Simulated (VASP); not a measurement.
Wanted: the native input for a VASP 6.6.1 run.

| Quantity | Value |
| --- | --- |
| Task | single point |
| Functional | r2SCAN |
| Potentials or basis | VASP PAW PBE potentials, release 64 (K_sv, Br) |
| Cutoff | 520 eV |
| k mesh | 6 × 6 × 6 |
| Occupations | gaussian, width 0.01 eV |
| Spin | no spin polarisation |
| Dipole correction | no |
| Further INCAR settings | ALGO = Normal; EDIFF = 1e-06; NBANDS = 15 |

KBr:

```
K Br
1.0
     4.01524    0.00000    0.00000
     0.00000    4.01524    0.00000
     0.00000    0.00000    4.01524
K Br
1 1
Direct
  0.00000 0.00000 0.00000
  0.50000 0.50000 0.50000
```

The input as run:

POSCAR

```
KBr
1.0
    4.0152366664      0.0000000000      0.0000000000
    0.0000000000      4.0152366664      0.0000000000
    0.0000000000      0.0000000000      4.0152366664
K Br
1 1
Direct
    0.0000000000      0.0000000000      0.0000000000
    0.5000000000      0.5000000000      0.5000000000
```

INCAR.step1

```
SYSTEM = KBr
  PREC = Accurate
  ENCUT = 520
  ISMEAR = 0
  SIGMA = 0.01
  LREAL = .FALSE.
  LASPH = .TRUE.
  NELM = 80
  NBANDS = 15
  GGA = PE
  ALGO = Normal
  EDIFF = 1E-4
  LWAVE = .TRUE.
  LCHARG = .FALSE.
```

INCAR.step2

```
SYSTEM = KBr
  PREC = Accurate
  ENCUT = 520
  EDIFF = 1E-6
  ISMEAR = 0
  SIGMA = 0.01
  LREAL = .FALSE.
  LASPH = .TRUE.
  NELM = 80
  ALGO = Normal
  ISIF = 2
  LWAVE = .FALSE.
  LCHARG = .FALSE.
  METAGGA = R2SCAN
  LMIXTAU = .TRUE.
  NBANDS = 15
  ISTART = 1
```

KPOINTS

```
regular mesh
0
G
  6 6 6
  0 0 0
```

Potentials or basis: VASP PAW PBE potentials, release 64 (K_sv, Br).

Command:

```sh
$ cat potpaw_PBE.64/K_sv/POTCAR potpaw_PBE.64/Br/POTCAR > POTCAR
$ cp INCAR.step1 INCAR
$ mpirun -np 1 vasp_std > vasp.out
$ cp INCAR.step2 INCAR
$ mpirun -np 1 vasp_std > vasp.out
```

It gave:

```json
{"Pressure": "-0.5 GPa", "Band gap on the k mesh": "4.67 eV (least direct gap 4.94 eV)"}
```

Caveat: the PAW data sets were made with another functional, which shifts forces and pressure a little.

Run time: 110 s on 1 thread of Intel Xeon 8259CL, with other jobs on the host, peak memory 0.18 GiB.
